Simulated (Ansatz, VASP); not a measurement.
# O in VASP and in Ansatz

File INCAR:

```
PREC     = Accurate       # precision mode
ENCUT    = 520            # plane-wave cutoff, eV
EDIFF    = 1E-7           # SCF threshold, eV
ISMEAR   = -1             # smearing method
SIGMA    = 0.05           # smearing width, eV
LREAL    = False          # projectors in reciprocal space
LASPH    = True           # aspherical terms in the spheres
NELM     = 80             # most SCF steps
ALGO     = Normal         # electronic algorithm
ISIF     = 2              # what is computed and relaxed
LWAVE    = False          # write WAVECAR
LCHARG   = False          # write CHGCAR
GGA      = PE             # functional
NBANDS   = 13             # bands
```

KPOINTS

```
regular mesh
0
Gamma
  10 10 8
```

File POSCAR:

```
O
1.0
    2.8514028533     -1.6624159400      0.0000000000
    2.8514028533      1.6624159400      0.0000000000
   -2.3944914034      0.0000000000      3.6470501824
O
2
Direct
    0.0254538300      0.0254538300      0.1555740200
    0.9745461700      0.9745461700      0.8444259800
```

Input for Ansatz:

```yaml
crystal:
  lattice:
    - [2.8514028533, -1.66241594, 0.0]
    - [2.8514028533, 1.66241594, 0.0]
    - [-2.3944914034, 0.0, 3.6470501824]
  atoms:
    - { symbol: O, position: [0.02545383, 0.02545383, 0.15557402] }
    - { symbol: O, position: [0.97454617, 0.97454617, 0.84442598] }
kpoints:
  mp_grid: { grid: [10, 10, 8] }
scf:
  occupations: { method: fermi_dirac, width: 0.05 }
  lower_state_search: "off"
hamiltonian:
  xc: pbe
  pseudopotentials: { kind: paw }
output:
  forces: true
  stress: true
  eigenvalues: true
```

Alike in both runs: task single point; functional PBE; k mesh 10 × 10 × 8; occupations fermi-dirac, width 0.05 eV; no spin polarisation.

```csv
,VASP,Ansatz
version,VASP 6.6.1,Ansatz 0.2.0
potentials or method,"VASP PAW PBE potentials, release 64 (O)","PAW with Ansatz's default frozen-core files, scalar-relativistic"
plane-wave cutoff (eV),520,420
valence electrons in the cell,12,12
```

```csv
,VASP,Ansatz,Ansatz less VASP
pressure (GPa),-0.2,-2.1,-1.85
"traceless stress, the component that is largest in VASP (GPa)",-2.99,-0.92,+2.072
rms of the force components (eV/Å),0.494,0.185,-0.3084
```

Atom by atom the forces differ by 0.644 eV/Å (rms over components). The functional is the same, so the differences come from potentials, cutoffs and numerics.

Noted on VASP's run: the standard files for N, O and F lose accuracy on very short bonds; spin is off for a triplet molecule.
